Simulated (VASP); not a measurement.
Wanted: the native input for a VASP 6.6.1 run.

```
Task                   : relaxation of cell and atoms
Functional             : LDA
Potentials or basis    : VASP PAW LDA potentials, release 64 (Na_pv, S)
Cutoff                 : 500 eV
k mesh                 : 8 × 8 × 8
Occupations            : gaussian, width 0.01 eV
Spin                   : no spin polarisation
Target pressure        : 2 GPa
Dipole correction      : no
Further INCAR settings : ALGO = Normal; EDIFF = 1e-07; IBRION = 2; EDIFFG = -0.001; NSW = 80; ISIF = 3
```

The structure of Na2S lies in POSCAR:

```
Na2S
1.0
    0.0000000000      3.1920045386      3.1920045386
    3.1920045386      0.0000000000      3.1920045386
    3.1920045386      3.1920045386      0.0000000000
Na S
2 1
Direct
    0.2500000000      0.2500000000      0.2500000000
    0.7500000000      0.7500000000      0.7500000000
    0.0000000000      0.0000000000      0.0000000000
```

The input as run:

INCAR

```
ALGO = Normal
EDIFF = 1E-7
EDIFFG = -0.001
ENCUT = 500
GGA_COMPAT = False
IBRION = 2
ISIF = 3
ISMEAR = 0
LASPH = True
LCHARG = False
LREAL = False
LWAVE = False
NELM = 120
NELMIN = 4
NSW = 80
PREC = Accurate
PSTRESS = 20.0
SIGMA = 0.01
```

KPOINTS

```
k-points
0
Gamma
  8 8 8
```

Potentials or basis: VASP PAW LDA potentials, release 64 (Na_pv, S).

Command:

```console
$ cat potpaw_LDA.64/Na_pv/POTCAR potpaw_LDA.64/S/POTCAR > POTCAR
$ mpirun -np 1 vasp_std > vasp.out
```

Results of the run:

```
Relaxed volume                                         : 20.58 Å³/atom
Relaxed cell                                           : a = 4.436 Å, b = 4.436 Å, c = 4.436 Å, α = 60.00°, β = 60.00°, γ = 60.00°
Space group after relaxing (to 0.05 Å)                 : Fm-3m (No. 225)
Energy change on relaxing (the enthalpy is what falls) : +6.6 meV/atom
Ionic steps                                            : 5
Pressure after relaxing                                : 2.0 GPa
Band gap on the k mesh                                 : 2.68 eV, direct
```

Caveat: the cell is relaxed towards a set pressure, so the enthalpy falls and the energy may rise.

Wall time 2.4 min on 1 thread of Intel Xeon 8259CL (shared host), peak memory 0.17 GiB.
